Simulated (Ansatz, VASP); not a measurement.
**Ta3N: VASP beside Ansatz**

```
Ta N
1.0
     2.97032    0.00000    0.00000
    -1.48516    2.57238    0.00000
     0.00000    0.00000    7.37054
Ta N
3 1
Direct
  0.66667 0.33333 0.82607
  0.33333 0.66667 0.17393
  0.00000 0.00000 0.50000
  0.00000 0.00000 0.00000
```

Alike in both runs: task single point; functional LDA; k mesh 10 × 10 × 4; occupations fermi-dirac, width 0.05 eV; no spin polarisation.

|  | VASP | Ansatz |
| --- | --- | --- |
| version | VASP 6.6.1 | Ansatz 0.2.0 |
| potentials or method | VASP PAW LDA potentials, release 64 (Ta_sv_GW, N) | Ansatz PAW |
| plane-wave cutoff (eV) | 700 | 420 |
| valence electrons in the cell | 44 | 44 |

|  | VASP | Ansatz | Ansatz less VASP |
| --- | --- | --- | --- |
| gap on the k mesh at the Fermi level (eV) | none | none | - |
| pressure (GPa) | 3.1 | 2.4 | -0.71 |
| traceless stress, the component that is largest in VASP (GPa) | 0.92 | 0.90 | -0.019 |
| rms of the force components (eV/Å) | 0.025 | 0.046 | +0.0218 |

LDA's correlation is that of Perdew and Zunger in VASP and of Perdew and Wang (1992) in Ansatz. Atom by atom the forces differ by 0.022 eV/Å (rms over components). A gap of «none» marks a metal or a gap that the smearing closes.

Neither program's run includes spin-orbit coupling.
